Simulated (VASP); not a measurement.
A run of VASP 6.6.1 is set up as follows.

INCAR

```
PREC     = Accurate       # precision mode
ENCUT    = 520            # plane-wave cutoff, eV
EDIFF    = 1E-6           # SCF threshold, eV
ISMEAR   = 0              # smearing method
SIGMA    = 0.01           # smearing width, eV
LREAL    = Auto         
LASPH    = T              # aspherical terms in the spheres
NELM     = 100            # most SCF steps
ALGO     = Normal         # electronic algorithm
ISIF     = 2              # what is computed and relaxed
LWAVE    = F              # write WAVECAR
LCHARG   = T              # write CHGCAR
GGA      = PE             # functional
LELF     = T              # ELF
LVHAR    = T            
NBANDS   = 186            # bands
```

The input KPOINTS:

```
regular mesh
0
Gamma
  3 3 3
```

Contents of POSCAR:

```
GaN
1.0
    0.0000000000     -5.5743817648      5.2431684006
    4.8275562187      2.7871908824      5.2431684006
   -4.8275562187      2.7871908824      5.2431684006
Ga N
18 18
Direct
    0.7219338427      0.3886005094      0.3886005094
    0.3886005094      0.3886005094      0.7219338427
    0.7219338427      0.7219338427      0.0552671760
    0.0552671760      0.3886005094      0.0552671760
    0.3886005094      0.7219338427      0.3886005094
    0.7219338427      0.0552671760      0.7219338427
    0.0552671760      0.7219338427      0.7219338427
    0.3886005094      0.0552671760      0.0552671760
    0.0552671760      0.0552671760      0.3886005094
    0.7774893983      0.4441560649      0.7774893983
    0.4441560649      0.4441560649      0.1108227316
    0.7774893983      0.7774893983      0.4441560649
    0.1108227316      0.4441560649      0.4441560649
    0.4441560649      0.7774893983      0.7774893983
    0.7774893983      0.1108227316      0.1108227316
    0.1108227316      0.7774893983      0.1108227316
    0.4441560649      0.1108227316      0.4441560649
    0.1108227316      0.1108227316      0.7774893983
    0.8475106017      0.5141772684      0.5141772684
    0.5141772684      0.5141772684      0.8475106017
    0.8475106017      0.8475106017      0.1808439351
    0.1808439351      0.5141772684      0.1808439351
    0.5141772684      0.8475106017      0.5141772684
    0.8475106017      0.1808439351      0.8475106017
    0.1808439351      0.8475106017      0.8475106017
    0.5141772684      0.1808439351      0.1808439351
    0.1808439351      0.1808439351      0.5141772684
    0.5697328240      0.2363994906      0.5697328240
    0.2363994906      0.2363994906      0.9030661573
    0.5697328240      0.5697328240      0.2363994906
    0.9030661573      0.2363994906      0.2363994906
    0.2363994906      0.5697328240      0.5697328240
    0.5697328240      0.9030661573      0.9030661573
    0.9030661573      0.5697328240      0.9030661573
    0.2363994906      0.9030661573      0.2363994906
    0.9030661573      0.9030661573      0.5697328240
```

Potentials or basis: VASP PAW PBE potentials, release 64 (Ga_d, N).

Run with:

```sh
$ cat potpaw_PBE.64/Ga_d/POTCAR potpaw_PBE.64/N/POTCAR > POTCAR
$ mpirun -np 1 vasp_std > vasp.out
```

Estimate the band gap on the k mesh.

1.72 eV.

What does it give for the pressure?

0.1 GPa.
